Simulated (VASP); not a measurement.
**Ge: single point with PBEsol**

Ge:

```
Ge
1.0
     1.40155   -2.55402    0.00000
     1.40155    2.55402    0.00000
     0.00000    0.00000    2.57178
Ge
1
Direct
  0.50000 0.50000 0.00000
```

This cell differs from its parent crystal: ratio of the length along z to the lengths across it x 0.96, volume and fractional coordinates fixed.

* Program: VASP 6.6.1
* Task: single point
* Functional: PBEsol
* Potentials or basis: VASP PAW PBE potentials, release 64 (Ge_d)
* Cutoff: 520 eV
* k mesh: 28 × 28 × 26
* Occupations: gaussian, width 0.15 eV
* Spin: no spin polarisation
* Dipole correction: no
* Further INCAR settings: ALGO = Fast; EDIFF = 1e-06; NBANDS = 13

| Quantity | Value |
| --- | --- |
| Pressure | 0.4 GPa |
| Band gap on the k mesh | zero (bands 7 and 8 overlap by 10.62 eV) |

Stress tensor (GPa, compression positive):
```
-1.51  0.00  0.00
 0.00 -2.96  0.00
 0.00  0.00  5.71
```

Levels at points of the mesh, in eV from the Fermi level:
```csv
k point,band 5,band 6,band 7,band 8,band 9,band 10
"(0.00, 0.00, 0.00)",-24.46,-13.42,7.21,8.11,8.24,10.97
"(0.50, 0.00, 0.00)",-24.49,-8.35,-5.75,3.31,7.37,12.03
"(0.50, 0.50, 0.00)",-24.47,-8.96,-5.91,4.59,8.58,11.55
"(0.00, 0.00, 0.50)",-24.48,-8.85,-6.12,10.71,11.75,16.10
"(0.50, 0.00, 0.50)",-24.37,-3.30,-2.11,-2.07,3.48,6.83
"(0.50, 0.50, 0.50)",-24.38,-4.00,-2.56,-2.19,3.21,8.12
```

Wall time 5 min on 1 thread of Oxide Virtual Turin-like Processor, on a shared host, peak memory 0.67 GiB.

Caveat: the stress differs along the axes, from -3 to 6 GPa; the PAW data sets were made with another functional, which shifts forces and pressure a little.
